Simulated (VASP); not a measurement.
# Tl2Ru (I4/mmm) in VASP: relaxation of cell and atoms with PBE

Aim: the relaxation of cell and atoms of Tl2Ru with PBE.

Everything below comes from runs of VASP 6.6.1. Logs are shortened: lines on timing, memory, paths and dates and some standing lists are left out, and cuts for length are marked.

## Step 1: The cell of the first run

The structure is tetragonal, space group I4/mmm (No. 139). The conventional cell has a = 3.393 Å, b = 3.393 Å, c = 11.501 Å, α = 90.00°, β = 90.00°, γ = 90.00°. Tl (site symmetry 4mm) has 4 Ru at 2.89 Å and 9 Tl at 3.21 to 3.49 Å within 3.8 Å. Ru (site symmetry 4/mmm) has 8 Tl at 2.89 Å and 4 Ru at 3.39 Å within 3.8 Å.

## Step 2: Relaxation of cell and atoms, PBE

The input, INCAR:

```
SYSTEM = Tl2Ru
PREC = Accurate
ENCUT = 500
EDIFF = 1E-7
ISMEAR = 0
SIGMA = 0.1
LREAL = .FALSE.
LASPH = .TRUE.
NELM = 120
ALGO = Normal
ISIF = 3
LWAVE = .FALSE.
LCHARG = .FALSE.
GGA = PE
IBRION = 2
NSW = 100
EDIFFG = -0.01
GGA_COMPAT = .FALSE.
NELMIN = 4
KPAR = 4
```

The input, KPOINTS:

```
regular mesh
0
G
  20 20 20
  0 0 0
```

The input, POSCAR:

```
Tl2Ru
1.0
   -1.6967384766      1.6967384766      5.7504499221
    1.6967384766     -1.6967384766      5.7504499221
    1.6967384766      1.6967384766     -5.7504499221
Tl Ru
2 1
Direct
    0.6397655807      0.6397655807      0.0000000000
    0.3602344193      0.3602344193      0.0000000000
    0.0000000000      0.0000000000      0.0000000000
```

Potentials or basis: VASP PAW PBE potentials, release 64 (Tl_d, Ru_pv).

Started as:

```console
$ cat potpaw_PBE.64/Tl_d/POTCAR potpaw_PBE.64/Ru_pv/POTCAR > POTCAR
$ mpirun -np 4 vasp_std > vasp.out
```

OUTCAR:

```text
SYSTEM = Tl2Ru
   PREC = Accurate
   ENCUT = 500
   EDIFF = 1E-7
   ISMEAR = 0
   LREAL = .FALSE.
   LASPH = .TRUE.
   NELM = 120
   ISIF = 3
   GGA = PE
   IBRION = 2
   NSW = 100
   EDIFFG = -0.01
   NELMIN = 4

 ion  position               nearest neighbor table
   1  0.640  0.640  0.000-   3 2.89   3 2.89   3 2.89   3 2.89   2 3.21   2 3.49   2 3.49   2 3.49
                             2 3.49
   2  0.360  0.360  0.000-   3 2.89   3 2.89   3 2.89   3 2.89   1 3.21   1 3.49   1 3.49   1 3.49
                             1 3.49
   3  0.000  0.000  0.000-   1 2.89   2 2.89   1 2.89   2 2.89   1 2.89   2 2.89   2 2.89   1 2.89

  LATTYP: Found a body centered tetragonal cell.
 ALAT       =     3.3934769532
 C/A-ratio  =     3.3891197739

  Lattice vectors:

 A1 = (  -1.6967384766,   1.6967384766,   5.7504499221)
 A2 = (   1.6967384766,  -1.6967384766,   5.7504499221)
 A3 = (   1.6967384766,   1.6967384766,  -5.7504499221)

Analysis of symmetry for initial positions (statically):
=====================================================================
 Subroutine PRICEL returns:
 Original cell was already a primitive cell.

 Routine SETGRP: Setting up the symmetry group for a
 body centered tetragonal supercell.

 Subroutine GETGRP returns: Found 16 space group operations
 (whereof 16 operations were pure point group operations)
 out of a pool of 16 trial point group operations.

The static configuration has the point symmetry D_4h.

Analysis of symmetry for dynamics (positions and initial velocities):
=====================================================================
 Subroutine PRICEL returns:
 Original cell was already a primitive cell.

 Routine SETGRP: Setting up the symmetry group for a
 body centered tetragonal supercell.

 Subroutine GETGRP returns: Found 16 space group operations
 (whereof 16 operations were pure point group operations)
 out of a pool of 16 trial point group operations.

The dynamic configuration has the point symmetry D_4h.

 Subroutine INISYM returns: Found 16 space group operations
 (whereof 16 operations are pure point group operations),
 and found     1 'primitive' translations

----------------------------------------------------------------------------------------

[... 114 lines left out ...]
     AMIX_MAG =   1.60;   BMIX_MAG =  1.00
  volume/ion in A,a.u.               =      22.07       148.96
  Fermi-wavevector in a.u.,A,eV,Ry     =   1.383877  2.615149 26.056744  1.915117
  Thomas-Fermi vector in A             =   2.508434
   LORBIT       =      0    0 simple, 1 ext, 2 COOP (PROOUT), +10 PAW based schemes
   GGA     = PE    functional components
   LHFCALC =     F    Hartree Fock is set to
   AEXX    =    0.0000 exact exchange contribution
   IVDW    =     0    specifies the selected vdW correction
   LEPSILON=     F    determine dielectric tensor
   LRPA    =     F    only Hartree local field effects (RPA)
 conjugate gradient relaxation of ions
 non-spin polarized calculation
 Gauss-broadening in eV      SIGMA  =   0.10
  energy-cutoff  :      500.00
  volume of cell :       66.22
 maximum number of plane-waves:      1708
 NGX is ok and might be reduce to    48
   NGX = 23   NGY = 23   NGZ = 23

--------------------------------------- Ionic step        1  -------------------------------------------

 number of electron      40.0000004 magnetization

 Free energy of the ion-electron system (eV)
  ---------------------------------------------------
  ext. energy  EPLUGINS =         0.00000000
  ---------------------------------------------------
  free energy    TOTEN  =       -11.92272905 eV

  energy without entropy =      -11.91256160  energy(sigma->0) =      -11.91764533

------------------------ aborting loop because EDIFF is reached ----------------------------------------

  FORCE on cell =-STRESS in cart. coord.  units (eV):
  Direction    XX          YY          ZZ          XY          YZ          ZX
  --------------------------------------------------------------------------------------
  -------------------------------------------------------------------------------------
  Total       -0.1189508     -0.1189508      0.1944630      0.0000000      0.0000000      0.0000000
  in kB       -2.8779713     -2.8779713      4.7049591      0.0000000      0.0000000      0.0000000
  external PRESSURE =      -0.3503278 kB  Pullay stress =       0.0000000 kB
[... 92 lines left out ...]
  FREE ENERGIE OF THE ION-ELECTRON SYSTEM (eV)
  ---------------------------------------------------
  free  energy   TOTEN  =       -11.9247583069 eV

  energy  without entropy=      -11.9145090315  energy(sigma->0) =      -11.91963367

[... ionic steps 4 to 10 ...]

--------------------------------------- Ionic step       11  -------------------------------------------

 number of electron      39.9999998 magnetization

------------------------ aborting loop because EDIFF is reached ----------------------------------------
[... 69 lines left out ...]
--------------------------------------- Ionic step       13  -------------------------------------------

 number of electron      39.9999999 magnetization

 Free energy of the ion-electron system (eV)
  ---------------------------------------------------
  ext. energy  EPLUGINS =         0.00000000
  ---------------------------------------------------
  free energy    TOTEN  =       -11.92848808 eV

  energy without entropy =      -11.91760560  energy(sigma->0) =      -11.92304684

 E-fermi :   8.0438     XC(G=0): -11.2732

 val. band max:        8.0424206937   @ k =  -0.2500   0.2500   0.1500
 cond. band min:       8.0444695895   @ k =  -0.2000   0.4500   0.2000
 fundamental gap:      0.0020488958
 Fermi energy:         8.0438334358

 k-point     1 :       0.0000    0.0000    0.0000
  band No.  band energies     occupation
      1     -33.6936      2.00000
      2     -33.6936      2.00000
      3     -33.6315      2.00000
      4      -3.7136      2.00000
      5      -3.6898      2.00000
      6      -3.6063      2.00000
[... 637 lines left out ...]
     23       9.6015      0.00000
     24      15.6293      0.00000

 [... further k-points ...]

------------------------ aborting loop because EDIFF is reached ----------------------------------------

  FORCE on cell =-STRESS in cart. coord.  units (eV):
  Direction    XX          YY          ZZ          XY          YZ          ZX
  --------------------------------------------------------------------------------------
  -------------------------------------------------------------------------------------
  Total       -0.0090993     -0.0090993      0.0117791      0.0000000     -0.0000000      0.0000000
  in kB       -0.2167550     -0.2167550      0.2805898      0.0000000     -0.0000000      0.0000000
  external PRESSURE =      -0.0509734 kB  Pullay stress =       0.0000000 kB
[... 18 lines left out ...]
  FREE ENERGIE OF THE ION-ELECTRON SYSTEM (eV)
  ---------------------------------------------------
  free  energy   TOTEN  =       -11.9284880840 eV

  energy  without entropy=      -11.9176055990  energy(sigma->0) =      -11.92304684

 reached required accuracy - stopping structural energy minimisation
```

CONTCAR:

```text
Tl2Ru
   1.00000000000000
    -1.6738245851810818    1.6738245851810818    6.0016553683162996
     1.6738245851810818   -1.6738245851810818    6.0016553683162996
     1.6738245851810818    1.6738245851810818   -6.0016553683162996
  Tl              Ru
     2     1
Direct
     0.6369879061908278    0.6369879061908278    0.0000000000000000
     0.3630120938091725    0.3630120938091725    0.0000000000000000
     0.0000000000000000    0.0000000000000000    0.0000000000000000

  0.00000000E+00  0.00000000E+00  0.00000000E+00
  0.00000000E+00  0.00000000E+00  0.00000000E+00
  0.00000000E+00  0.00000000E+00  0.00000000E+00
```

Wall time 55 min (4 MPI ranks of Intel Xeon Platinum 8559C (Emerald Rapids), shared host); peak memory 1.1 GiB.

What came out:

```
Free energy                           : -11.9285 eV
Relaxed volume                        : 22.42 Å³/atom
Relaxed cell                          : a = 6.452 Å, b = 6.452 Å, c = 6.452 Å, α = 149.93°, β = 149.93°, γ = 43.05°
Space group after relaxing (to 0.1 Å) : I4/mmm (No. 139)
Energy gained by relaxing             : 1.9 meV/atom
Ionic steps                           : 13
Pressure after relaxing               : 0.0 GPa
Largest force after relaxing          : 0.006 eV/Å
Band gap on the k mesh                : zero (bands 20 and 21 overlap by 0.44 eV)
```

Forces in eV/Å, atoms in the order of the input:
```
Tl   0.000  0.000  0.006
Tl   0.000  0.000 -0.006
Ru   0.000  0.000  0.000
```

The path:
| step | energy change (eV) | largest force (eV/Å) | pressure (GPa) | volume (Å³) |
| --- | --- | --- | --- | --- |
| 1 | 0.0000 | 0.0052 | -0.04 | 66.22 |
| 2 | -0.0009 | 0.0171 | 0.06 | 66.17 |
| 3 | -0.0020 | 0.0376 | 0.27 | 66.08 |
| 4 | -0.0016 | 0.0663 | 0.69 | 65.87 |
| 5 | -0.0022 | 0.0510 | 0.43 | 66.00 |
| 6 | -0.0028 | 0.0676 | 0.24 | 66.18 |
| 7 | -0.0033 | 0.1014 | -0.13 | 66.58 |
| 8 | -0.0039 | 0.0858 | -0.09 | 66.65 |
| 9 | -0.0052 | 0.0392 | 0.00 | 66.86 |
| 10 | -0.0054 | 0.0544 | 0.26 | 67.28 |
| 11 | -0.0057 | 0.0134 | 0.14 | 67.09 |
| 12 | -0.0057 | 0.0011 | -0.13 | 67.40 |
| 13 | -0.0058 | 0.0056 | -0.01 | 67.26 |

Final structure:
```
Tl Ru
1.0
    -1.67382    1.67382    6.00166
     1.67382   -1.67382    6.00166
     1.67382    1.67382   -6.00166
Tl Ru
2 1
Cartesian
  0.0000 0.0000 7.6460
  0.0000 0.0000 4.3573
  0.0000 0.0000 0.0000
```

Levels at points of the mesh, in eV from the Fermi level:
```csv
k point,band 16,band 17,band 18,band 19,band 20,band 21,band 22,band 23,band 24
"(0.00, 0.00, 0.00)",-4.09,-2.12,-0.84,-0.84,-0.11,-0.01,6.34,6.34,7.41
"(0.50, 0.00, 0.00)",-3.75,-2.10,-1.59,-0.99,-0.27,-0.11,1.13,1.76,5.60
"(0.50, 0.50, 0.00)",-2.68,-2.32,-1.44,-0.66,-0.03,0.09,0.59,2.65,4.45
"(0.50, 0.50, 0.50)",-2.12,-1.72,-0.75,-0.75,-0.11,1.34,3.11,4.86,4.86
```

Caveat: spin-orbit coupling is left out, which moves the levels of the heavy elements.
